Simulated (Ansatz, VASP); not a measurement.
One calculation of CdF2, two programs

```
Cd F
1.0
     0.00000    2.62665    2.69400
     2.76135    0.00000    2.69400
     2.76135    2.62665    0.00000
Cd F
1 2
Direct
  0.00000 0.00000 0.00000
  0.25000 0.25000 0.25000
  0.75000 0.75000 0.75000
```

Change from the starting cell: strain +0.0250 x Voigt [1, -1, 0, 0, 0, 0], atoms carried along.

Alike in both runs: task single point; functional PBE; k mesh 8 × 8 × 8; occupations gaussian, width 0.05 eV; no spin polarisation.

|  | VASP | Ansatz |
| --- | --- | --- |
| version | VASP 6.6.1 | Ansatz 0.2.0 |
| potentials or method | VASP PAW PBE potentials, release 64 (Cd, F), cutoff 520 eV | scalar-relativistic, plane waves, PAW |
| valence electrons in the cell | 26 | 34 |

|  | VASP | Ansatz | Ansatz less VASP |
| --- | --- | --- | --- |
| gap on the k mesh at the Fermi level (eV) | 3.01 | 3.04 | +0.033 |
| least direct gap on the mesh (eV) | 3.48 | 3.51 | +0.031 |
| pressure (GPa) | 6.3 | 5.5 | -0.75 |
| traceless stress, the component that is largest in VASP (GPa) | 2.74 | 2.78 | +0.041 |

VASP's potentials hold 26 valence electrons a cell and Ansatz's 34, so a difference there can come from the potentials and not from the codes.
